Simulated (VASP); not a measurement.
## AlAs (base): relaxation of cell and atoms with LDA

Crystal: AlAs (base).

```
Al As
1.0
     0.00000    2.83790    2.83790
     2.83790    0.00000    2.83790
     2.83790    2.83790    0.00000
Al As
1 1
Cartesian
  0.0000 0.0000 0.0000
  1.4190 1.4190 1.4190
```

- Program: VASP 6.6.1
- Task: relaxation of cell and atoms
- Functional: LDA
- Potentials or basis: VASP PAW LDA potentials, release 64 (Al, As)
- Cutoff: 500 eV
- k mesh: 8 × 8 × 8
- Occupations: gaussian, width 0.02 eV
- Spin: no spin polarisation
- Dipole correction: no
- Further INCAR settings: ALGO = Normal; EDIFF = 1e-07; IBRION = 2; EDIFFG = -0.002; NSW = 100; ISIF = 3

```json
{
  "Relaxed volume": "22.40 Å³/atom",
  "Relaxed cell": "a = 3.986 Å, b = 3.986 Å, c = 3.986 Å, α = 60.00°, β = 60.00°, γ = 60.00°",
  "Space group after relaxing (to 0.05 Å)": "F-43m (No. 216)",
  "Energy gained by relaxing": "2.1 meV/atom",
  "Ionic steps": "3",
  "Pressure after relaxing": "0.0 GPa",
  "Band gap on the k mesh": "1.32 eV, indirect (least direct gap 1.98 eV)"
}
```

The path:
```
step  energy change (eV)  largest force (eV/Å)  pressure (GPa)  volume (Å³)
   1              0.0000                0.0000           -1.47        45.71
   2             -0.0031                0.0000            0.80        44.34
   3             -0.0043                0.0000            0.00        44.80
```

Final structure:
```
Al As
1.0
     0.00000    2.81888    2.81888
     2.81888    0.00000    2.81888
     2.81888    2.81888    0.00000
Al As
1 1
Direct
  0.00000 0.00000 0.00000
  0.25000 0.25000 0.25000
```

Levels at points of the mesh, in eV from the valence-band top:
| k point | band 1 | band 2 | band 3 | band 4 | band 5 | band 6 | band 7 | band 8 |
| --- | --- | --- | --- | --- | --- | --- | --- | --- |
| (0.00, 0.00, 0.00) | -11.96 | 0.00 | 0.00 | 0.00 | 1.98 | 4.27 | 4.27 | 4.27 |
| (0.50, 0.00, 0.00) | -10.52 | -5.65 | -0.83 | -0.83 | 2.07 | 4.64 | 4.64 | 7.61 |
| (0.50, 0.50, 0.00) | -9.96 | -5.49 | -2.20 | -2.20 | 1.32 | 2.20 | 10.30 | 10.30 |

Wall time 37 s on 1 thread of Intel Xeon 8259CL (shared host), peak memory 0.15 GiB.

A k mesh can miss the band edges.
